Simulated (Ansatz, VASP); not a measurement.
## Zr2NbN3: VASP beside Ansatz

File INCAR:

```
ALGO = Normal
EDIFF = 1E-6
EDIFFG = -0.01
ENCUT = 600
GGA = PE
IBRION = 2
ISIF = 3
ISMEAR = 0
LASPH = T
LCHARG = F
LREAL = F
LWAVE = F
NELM = 60
NSW = 100
PREC = Accurate
SIGMA = 0.1
```

Contents of KPOINTS:

```
k-points
0
Gamma
  12 12 12
```

Contents of POSCAR:

```
Zr2NbN3
1.0
    5.4294046554      0.0000000000      0.0000000000
   -2.7147023277      4.7020023590      0.0000000000
    0.0000000000      0.0000000000      3.0481935237
Zr Nb N
2 1 3
Direct
    0.3333333333      0.6666666667      0.0000000000
    0.6666666667      0.3333333333      0.0000000000
    0.0000000000      0.0000000000      0.5000000000
    0.5000000000      0.0000000000      0.5000000000
    0.0000000000      0.5000000000      0.5000000000
    0.5000000000      0.5000000000      0.5000000000
```

Input for Ansatz:

```yaml
crystal:
  lattice:
    - [5.4294046554, 0.0, 0.0]
    - [-2.7147023277, 4.702002359, 0.0]
    - [0.0, 0.0, 3.0481935237]
  atoms:
    - { symbol: Zr, position: [0.3333333333, 0.6666666667, 0.0] }
    - { symbol: Zr, position: [0.6666666667, 0.3333333333, 0.0] }
    - { symbol: Nb, position: [0.0, 0.0, 0.5] }
    - { symbol: "N", position: [0.5, 0.0, 0.5] }
    - { symbol: "N", position: [0.0, 0.5, 0.5] }
    - { symbol: "N", position: [0.5, 0.5, 0.5] }
basis:
  ecutwfc: 420
kpoints:
  mp_grid: { grid: [12, 12, 12] }
hamiltonian:
  xc: pbe
scf:
  occupations: { method: gaussian, width: 0.1 }
output:
  forces: true
  stress: true
  eigenvalues: true
  write_density: true
  write_potential: true
  elf: true
  volumetric_format: npy
relax:
  adjacent_minimum: "off"
  f_tol: 0.01
  max_steps: 80
  cell: { stress_tol: 0.05 }
```

Alike in both runs: task relaxation of cell and atoms; functional PBE; k mesh 12 × 12 × 12; occupations gaussian, width 0.1 eV; no spin polarisation.

|  | VASP | Ansatz |
| --- | --- | --- |
| version | VASP 6.6.1 | Ansatz 0.2.0 |
| potentials or method | VASP PAW PBE potentials, release 64 (Zr_sv, Nb_sv, N), cutoff 600 eV | scalar-relativistic, plane waves, PAW |
| valence electrons in the cell | 52 | 52 |

Ansatz gave:

* gap on the k mesh at the Fermi level, each at its own relaxed structure (eV): none
* relaxed volume (Å³/atom): 12.93
* relaxed cell length with the largest relative difference (Å): 3.061

Task: Estimate VASP's values.

Result: gap on the k mesh at the Fermi level, each at its own relaxed structure (eV): none; relaxed volume (Å³/atom): 12.93; relaxed cell length with the largest relative difference (Å): 3.062.

A gap of «none» marks a metal or a gap that the smearing closes.
